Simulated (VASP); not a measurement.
Input of a VASP 6.6.1 run:

File INCAR:

```
SYSTEM = Si
  ALGO = Normal
  EDIFF = 1E-7
  ENCUT = 520
  ISIF = 2
  ISMEAR = 0
  LASPH = .True.
  LCHARG = .False.
  LREAL = .False.
  LWAVE = .False.
  NBANDS = 8
  NELM = 80
  PREC = Accurate
  SIGMA = 0.15
```

The input KPOINTS:

```
k-points
0
Gamma
  22 22 22
  0 0 0
```

POSCAR

```
Si
1.0
   -1.5781074821      1.5781074821      1.2807199545
    1.5781074821     -1.5781074821      1.2807199545
    1.5781074821      1.5781074821     -1.2807199545
Si
1
Direct
    0.0000000000      0.0000000000      0.0000000000
```

Potentials or basis: VASP PAW LDA potentials, release 64 (Si).

The run is started by

```bash
$ cat potpaw_LDA.64/Si/POTCAR > POTCAR
$ mpirun -np 1 vasp_std > vasp.out
```

Task: Estimate the band gap on the k mesh.

Result: Zero (band 2 reaches 21.84 eV, above the bottom of band 3 at 7.99 eV).

Task: What does it give for the pressure?

Result: 10.9 GPa.

Caveat: the cell differs from its parent crystal (strain -0.030 along x and y, -0.030 along z).
